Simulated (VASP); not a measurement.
# Mn (P6/mmm) in VASP: notebook

The runs below take Mn through single point, with BLYP.

Program: VASP 6.6.1. These are calculated values, not measurements. Logs are shortened: lines on timing, memory, paths and dates and some standing lists are left out, and cuts for length are marked.

## 1. The cell of the first run

Symmetry: P6/mmm, No. 191, hexagonal system. Conventional cell: a = 3.947 Å, b = 3.947 Å, c = 2.489 Å, α = 90.00°, β = 90.00°, γ = 120.00°. Within 3.3 Å of Mn (site symmetry 6/mmm) lie 14 Mn at 2.49 to 2.60 Å. Within 3.0 Å of Mn (site symmetry -6m2) lie 11 Mn at 2.28 to 2.60 Å.

This isn't the form of Mn at room conditions, which is a 58-atom cubic cell.

## 2. Single point, BLYP

Contents of INCAR:

```
SYSTEM = Mn
PREC = Accurate
ENCUT = 520
EDIFF = 1E-6
ISMEAR = -1
SIGMA = 0.1
LREAL = .FALSE.
LASPH = .TRUE.
NELM = 80
ALGO = Normal
ISIF = 2
LWAVE = .FALSE.
LCHARG = .FALSE.
GGA = B5
ALDAX = 1.0
AGGAX = 1.0
AGGAC = 1.0
ALDAC = 0.0
NBANDS = 26
```

Contents of KPOINTS:

```
Automatic mesh
0
G
  9 9 13
  0 0 0
```

Contents of POSCAR:

```
Mn
1.0
    3.9472164374      0.0000000000      0.0000000000
   -1.9736082187      3.4183897090      0.0000000000
    0.0000000000      0.0000000000      2.4889000761
Mn
3
Direct
    1.0000000000      0.0000000000      0.0000000000
    0.3333333333      0.6666666667      0.5000000000
    0.6666666667      0.3333333333      0.5000000000
```

Potentials or basis: VASP PAW PBE potentials, release 64 (Mn_pv).

Launch:

```sh
$ cat potpaw_PBE.64/Mn_pv/POTCAR > POTCAR
$ mpirun -np 1 vasp_std > vasp.out
```

OUTCAR:

```text
SYSTEM = Mn
   PREC = Accurate
   ENCUT = 520
   EDIFF = 1E-6
   ISMEAR = -1
   LREAL = .FALSE.
   LASPH = .TRUE.
   NELM = 80
   ISIF = 2
   GGA = B5

 ion  position               nearest neighbor table
   1  0.000  0.000  0.000-   2 2.60   3 2.60   2 2.60   3 2.60   2 2.60   2 2.60   3 2.60   3 2.60
                             3 2.60   3 2.60   2 2.60   2 2.60
   2  0.333  0.667  0.500-   3 2.28   3 2.28   3 2.28   1 2.60   1 2.60   1 2.60   1 2.60   1 2.60
                             1 2.60
   3  0.667  0.333  0.500-   2 2.28   2 2.28   2 2.28   1 2.60   1 2.60   1 2.60   1 2.60   1 2.60
                             1 2.60

  LATTYP: Found a hexagonal cell.
 ALAT       =     3.9472164374
 C/A-ratio  =     0.6305456302

  Lattice vectors:

 A1 = (   3.9472164374,   0.0000000000,   0.0000000000)
 A2 = (  -1.9736082187,   3.4183897090,   0.0000000000)
 A3 = (   0.0000000000,   0.0000000000,   2.4889000761)

Analysis of symmetry for initial positions (statically):
=====================================================================
 Subroutine PRICEL returns:
 Original cell was already a primitive cell.

 Routine SETGRP: Setting up the symmetry group for a
 hexagonal supercell.

 Subroutine GETGRP returns: Found 24 space group operations
 (whereof 24 operations were pure point group operations)
 out of a pool of 24 trial point group operations.

The static configuration has the point symmetry D_6h.

Analysis of symmetry for dynamics (positions and initial velocities):
=====================================================================
 Subroutine PRICEL returns:
 Original cell was already a primitive cell.

 Routine SETGRP: Setting up the symmetry group for a
 hexagonal supercell.

 Subroutine GETGRP returns: Found 24 space group operations
 (whereof 24 operations were pure point group operations)
 out of a pool of 24 trial point group operations.

The dynamic configuration has the point symmetry D_6h.

 Subroutine INISYM returns: Found 24 space group operations
 (whereof 24 operations are pure point group operations),
 and found     1 'primitive' translations

----------------------------------------------------------------------------------------

                                     Primitive cell

  volume of cell :      33.5830

  direct lattice vectors                    reciprocal lattice vectors
     3.947216437  0.000000000  0.000000000     0.253343088  0.146267700  0.000000000
    -1.973608219  3.418389709  0.000000000     0.000000000  0.292535400  0.000000000
     0.000000000  0.000000000  2.488900076     0.000000000  0.000000000  0.401783908

  length of vectors
     3.947216437  3.947216437  2.488900076     0.292535400  0.292535400  0.401783908

  position of ions in fractional coordinates (direct lattice)
     0.000000000  0.000000000  0.000000000
     0.333333333  0.666666667  0.500000000
     0.666666667  0.333333333  0.500000000

  ion indices of the primitive-cell ions
   primitive index   ion index
                 1           1
                 2           2
                 3           3

----------------------------------------------------------------------------------------

 KPOINTS: Automatic mesh

Automatic generation of k-mesh.
 Grid dimensions read from file:
 generate k-points for:    9    9   13

 Generating k-lattice:

  Cartesian coordinates                     Fractional coordinates (reciprocal lattice)
     0.028149232  0.016251967  0.000000000     0.111111111 -0.000000000  0.000000000
     0.000000000  0.032503933  0.000000000     0.000000000  0.111111111  0.000000000
     0.000000000  0.000000000  0.030906454     0.000000000  0.000000000  0.076923077

  Length of vectors
     0.032503933  0.032503933  0.030906454

  Shift w.r.t. Gamma in fractional coordinates (k-lattice)
     0.000000000  0.000000000  0.000000000

 Subroutine IBZKPT returns following result:
 ===========================================

 Found     84 irreducible k-points:

 Following reciprocal coordinates:
            Coordinates               Weight
  0.000000  0.000000  0.000000      1.000000
  0.111111  0.000000  0.000000      6.000000
  0.222222  0.000000  0.000000      6.000000
  0.333333  0.000000  0.000000      6.000000
  0.444444  0.000000  0.000000      6.000000
  0.111111  0.111111  0.000000      6.000000
[... 16 lines left out ...]
  0.333333  0.222222  0.076923     24.000000
  0.333333  0.333333  0.076923      4.000000
 [... further k-points ...]
   k-points           NKPTS =     84   k-points in BZ     NKDIM =     84   number of bands    NBANDS=     26
   number of dos      NEDOS =    301   number of ions     NIONS =      3
   total plane-waves  NPLWV =  18000
   dimension x,y,z NGX =    30 NGY =   30 NGZ =   20
   dimension x,y,z NGXF=    60 NGYF=   60 NGZF=   40
   ions per type =               3
   NGX,Y,Z   is equivalent  to a cutoff of  12.64, 12.64, 13.36 a.u.
   NGXF,Y,Z  is equivalent  to a cutoff of  25.27, 25.27, 26.72 a.u.
 SYSTEM =  Mn
   PREC   = accura    normal or accurate (medium, high low for compatibility)
   ISTART =      0    job   : 0-new  1-cont  2-samecut
   ICHARG =      2    charge: 1-file 2-atom 10-const
   ISPIN  =      1    spin polarized calculation?
   LNONCOLLINEAR =      F non collinear calculations
   LSORBIT =      F    spin-orbit coupling
   LASPH  =      T    aspherical Exc in radial PAW
   ENCUT  =  520.0 eV  38.22 Ry    6.18 a.u.   7.34  7.34  4.63*2*pi/ulx,y,z
   NELM   =     80;   NELMIN=  2; NELMDL= -5     # of ELM steps
   EDIFF  = 0.1E-05   stopping-criterion for ELM
   LREAL  =      F    real-space projection
   EDIFFG = 0.1E-04   stopping-criterion for IOM
   NSW    =      0    number of steps for IOM
   IBRION =     -1    ionic relax: 0-MD 1-quasi-New 2-CG
   NFREE  =      0    steps in history (QN), initial steepest desc. (CG)
   ISIF   =      2    stress and relaxation
   ISYM   =      2    0-nonsym 1-usesym 2-fastsym
   POTIM  = 0.5000    time-step for ionic-motion
   TEBEG  =    0.0;   TEEND  =   0.0 temperature during run
   PSTRESS=    0.0 pullay stress
   NELECT =      39.0000    total number of electrons
   NUPDOWN=      -1.0000    fix difference up-down
   EMIN   =  10.00;   EMAX   =-10.00  energy-range for DOS
   EFERMI =   0.00;   METHOD = LEGACY
   ISMEAR =    -1;   SIGMA  =   0.10  broadening in eV -4-tet -1-fermi 0-gaus
   EFERMI_NEDOS =   21; number of points for ismear=-14 and -15
   IALGO  =     38    algorithm
   IMIX   =      4    mixing-type and parameters
     AMIX     =   0.40;   BMIX     =  1.00
     AMIX_MAG =   1.60;   BMIX_MAG =  1.00
  volume/ion in A,a.u.               =      11.19        75.54
  Fermi-wavevector in a.u.,A,eV,Ry     =   1.720771  3.251785 40.287563  2.961052
  Thomas-Fermi vector in A             =   2.797148
   LORBIT       =      0    0 simple, 1 ext, 2 COOP (PROOUT), +10 PAW based schemes
   GGA     = B5    functional components
   LHFCALC =     F    Hartree Fock is set to
   AEXX    =    0.0000 exact exchange contribution
   IVDW    =     0    specifies the selected vdW correction
   LEPSILON=     F    determine dielectric tensor
   LRPA    =     F    only Hartree local field effects (RPA)
 non-spin polarized calculation
  energy-cutoff  :      520.00
  volume of cell :       33.58
 maximum number of plane-waves:       933
 NGX is ok and might be reduce to    30
   NGX = 15   NGY = 15   NGZ =  9

 number of electron      38.9999963 magnetization

 Free energy of the ion-electron system (eV)
  ---------------------------------------------------
  ext. energy  EPLUGINS =         0.00000000
  ---------------------------------------------------
  free energy    TOTEN  =       -23.29463059 eV

  energy without entropy =      -23.16869558  energy(sigma->0) =      -23.23166308

 E-fermi :  10.3526     XC(G=0): -13.1762

 val. band max:       10.3512733343   @ k =   0.3333   0.1111   0.0769
 cond. band min:      10.3541086639   @ k =   0.1111   0.1111   0.2308
 fundamental gap:      0.0028353296
 Fermi energy:        10.3525959485

 k-point     1 :       0.0000    0.0000    0.0000
  band No.  band energies     occupation
      1     -37.6867      2.00000
      2     -37.6867      2.00000
      3     -37.3699      2.00000
      4     -37.3699      2.00000
      5     -37.2846      2.00000
      6     -37.1197      2.00000
[... 18 lines left out ...]
     25      12.1666      0.00000
     26      18.9548      0.00000

 k-point     2 :       0.1111    0.0000    0.0000
  band No.  band energies     occupation
      1     -37.7069      2.00000
      2     -37.6880      2.00000
      3     -37.3445      2.00000
      4     -37.3396      2.00000
      5     -37.2785      2.00000
      6     -37.1231      2.00000
[... 18 lines left out ...]
     25      12.1446      0.00000
     26      16.9226      0.00000

 k-point     3 :       0.2222    0.0000    0.0000
  band No.  band energies     occupation
      1     -37.7491      2.00000
      2     -37.6758      2.00000
      3     -37.2869      2.00000
      4     -37.2713      2.00000
      5     -37.2614      2.00000
      6     -37.1329      2.00000
[... 18 lines left out ...]
     25      12.0771      0.00000
     26      14.9590      0.00000

 k-point     4 :       0.3333    0.0000    0.0000
  band No.  band energies     occupation
      1     -37.7880      2.00000
      2     -37.6315      2.00000
      3     -37.2365      2.00000
      4     -37.2237      2.00000
      5     -37.2224      2.00000
      6     -37.2029      2.00000
[... 18 lines left out ...]
     25      11.9599      0.00000
     26      13.3804      0.00000

 k-point     5 :       0.4444    0.0000    0.0000
  band No.  band energies     occupation
      1     -37.8103      2.00000
      2     -37.5665      2.00000
      3     -37.3306      2.00000
      4     -37.2106      2.00000
      5     -37.1754      2.00000
      6     -37.1684      2.00000
[... 18 lines left out ...]
     25      11.7887      0.00000
     26      12.2826      0.00000

 k-point     6 :       0.1111    0.1111    0.0000
  band No.  band energies     occupation
      1     -37.7327      2.00000
      2     -37.6869      2.00000
      3     -37.3001      2.00000
      4     -37.2943      2.00000
      5     -37.2669      2.00000
      6     -37.1296      2.00000
[... 427 lines left out ...]
 k-point    21 :       0.4444    0.1111    0.0769
  band No.  band energies     occupation
      1     -37.7952      2.00000
      2     -37.5556      2.00000
      3     -37.3758      2.00000
      4     -37.2292      2.00000
      5     -37.1978      2.00000
      6     -37.1595      2.00000
[... 18 lines left out ...]
     25      12.0937      0.00000
     26      12.3375      0.00000

 k-point    22 :       0.2222    0.2222    0.0769
  band No.  band energies     occupation
      1     -37.7677      2.00000
      2     -37.6277      2.00000
      3     -37.3014      2.00000
      4     -37.2524      2.00000
      5     -37.1930      2.00000
      6     -37.1752      2.00000
[... 18 lines left out ...]
     25      11.9605      0.00000
     26      13.0628      0.00000

 k-point    23 :       0.3333    0.2222    0.0769
  band No.  band energies     occupation
      1     -37.7718      2.00000
      2     -37.5680      2.00000
      3     -37.4073      2.00000
      4     -37.2299      2.00000
      5     -37.1989      2.00000
      6     -37.1484      2.00000
[... 18 lines left out ...]
     25      11.9814      0.00000
     26      12.1669      0.00000

 k-point    24 :       0.3333    0.3333    0.0769
  band No.  band energies     occupation
      1     -37.7625      2.00000
      2     -37.5028      2.00000
      3     -37.5028      2.00000
      4     -37.2128      2.00000
      5     -37.2128      2.00000
      6     -37.1367      2.00000
[... 18 lines left out ...]
     25      12.0188      0.00000
     26      12.0188      0.00000

 [... further k-points ...]

------------------------ aborting loop because EDIFF is reached ----------------------------------------

  FORCE on cell =-STRESS in cart. coord.  units (eV):
  Direction    XX          YY          ZZ          XY          YZ          ZX
  --------------------------------------------------------------------------------------
  -------------------------------------------------------------------------------------
  Total        0.0462603      0.0462603      0.0291818      0.0000000      0.0000000      0.0000000
  in kB        2.2069810      2.2069810      1.3922024      0.0000000      0.0000000      0.0000000
  external PRESSURE =       1.9353881 kB  Pullay stress =       0.0000000 kB

 VOLUME and BASIS-vectors are now :
 -----------------------------------------------------------------------------
  energy-cutoff  :      520.00
  volume of cell :       33.58
      direct lattice vectors                 reciprocal lattice vectors
     3.947216437  0.000000000  0.000000000     0.253343088  0.146267700  0.000000000
    -1.973608219  3.418389709  0.000000000     0.000000000  0.292535400  0.000000000
     0.000000000  0.000000000  2.488900076     0.000000000  0.000000000  0.401783908

 POSITION                                       TOTAL-FORCE (eV/Angst)
 -----------------------------------------------------------------------------------
      0.00000      0.00000      0.00000         0.000000      0.000000      0.000000
     -0.00000      2.27893      1.24445        -0.000000     -0.000000      0.000000
      1.97361      1.13946      1.24445         0.000000      0.000000      0.000000
 -----------------------------------------------------------------------------------
    total drift:                                0.000000      0.000000      0.000000

  FREE ENERGIE OF THE ION-ELECTRON SYSTEM (eV)
  ---------------------------------------------------
  free  energy   TOTEN  =       -23.2946305877 eV

  energy  without entropy=      -23.1686955795  energy(sigma->0) =      -23.23166308
```

Run time: 42 s. Hardware: 1 thread of Intel Xeon 6975P-C (Granite Rapids), shared host; peak memory 0.18 GiB.

What came out:

- Free energy: -23.2946 eV
- Pressure: 0.2 GPa
- Band gap on the k mesh: zero (an odd number of electrons rules out a gap without spin polarisation)

Levels at points of the mesh, in eV from the Fermi level:
```tsv
k point	band 17	band 18	band 19	band 20	band 21	band 22	band 23	band 24
(0.00, 0.00, 0.00)	-1.06	-0.53	-0.53	-0.12	-0.12	-0.03	-0.03	1.81
```

Caveat: the PAW data sets were made with another functional, which shifts forces and pressure a little; the run has no spin polarisation, though such a crystal can be magnetic.

## 3. Single point, BLYP (10.30 Å³/atom)

This run uses another cell than the first one, of 10.30 Å³/atom.

Contents of INCAR:

```
SYSTEM = Mn
AGGAC    = 1.0          
AGGAX    = 1.0          
ALDAC    = 0.0          
ALDAX    = 1.0          
ALGO     = Normal         ! electronic algorithm
EDIFF    = 1E-6           ! SCF threshold, eV
ENCUT    = 520            ! plane-wave cutoff, eV
GGA      = B5             ! functional
ISIF     = 2              ! what is computed and relaxed
ISMEAR   = -1             ! smearing method
LASPH    = .True.         ! aspherical terms in the spheres
LCHARG   = .False.        ! write CHGCAR
LREAL    = .False.        ! projectors in reciprocal space
LWAVE    = .False.        ! write WAVECAR
NBANDS   = 26             ! bands
NELM     = 100            ! most SCF steps
PREC     = Accurate       ! precision mode
SIGMA    = 0.1            ! smearing width, eV
```

Contents of KPOINTS:

```
k-points
0
Gamma
  10 10 14
  0 0 0
```

Contents of POSCAR:

```
Mn
1.0
    3.8390186017      0.0000000000      0.0000000000
   -1.9195093008      3.3246876346      0.0000000000
    0.0000000000      0.0000000000      2.4206764036
Mn
3
Direct
    1.0000000000      0.0000000000      0.0000000000
    0.3333333333      0.6666666667      0.5000000000
    0.6666666667      0.3333333333      0.5000000000
```

Potentials or basis: VASP PAW PBE potentials, release 64 (Mn_pv).

Launch:

```sh
$ cat potpaw_PBE.64/Mn_pv/POTCAR > POTCAR
$ mpirun -np 1 vasp_std > vasp.out
```

Run time: 46 s. Hardware: 1 thread of Intel Xeon 6975P-C (Granite Rapids), shared host; peak memory 0.19 GiB.

The run converged. Its results:

| Quantity | Value |
| --- | --- |
| Free energy | -23.1016 eV |
| Pressure | 24.9 GPa |
| Band gap on the k mesh | zero (an odd number of electrons rules out a gap without spin polarisation) |

Stress tensor (GPa, compression positive):
```
25.72  0.00  0.00
 0.00 25.72  0.00
 0.00  0.00 23.37
```

Levels at points of the mesh, in eV from the Fermi level:
| k point | band 15 | band 16 | band 17 | band 18 | band 19 | band 20 | band 21 | band 22 | band 23 | band 24 |
| --- | --- | --- | --- | --- | --- | --- | --- | --- | --- | --- |
| (0.00, 0.00, 0.00) | -2.24 | -1.79 | -1.19 | -0.61 | -0.61 | -0.15 | -0.15 | -0.04 | -0.04 | 2.05 |
| (0.50, 0.00, 0.00) | -2.48 | -1.61 | -1.17 | -1.08 | 0.02 | 0.10 | 1.27 | 1.46 | 1.49 | 1.51 |
| (0.00, 0.00, 0.50) | -2.81 | -0.77 | -0.77 | -0.64 | -0.64 | 1.45 | 1.45 | 1.87 | 1.87 | 2.48 |
| (0.50, 0.00, 0.50) | -2.11 | -1.44 | -0.75 | -0.68 | 0.12 | 0.41 | 1.20 | 1.63 | 1.81 | 2.32 |

Caveat: the cell stands under pressure; the PAW data sets were made with another functional, which shifts forces and pressure a little; the run has no spin polarisation, though such a crystal can be magnetic.

(Continued in part 2 of 2.)
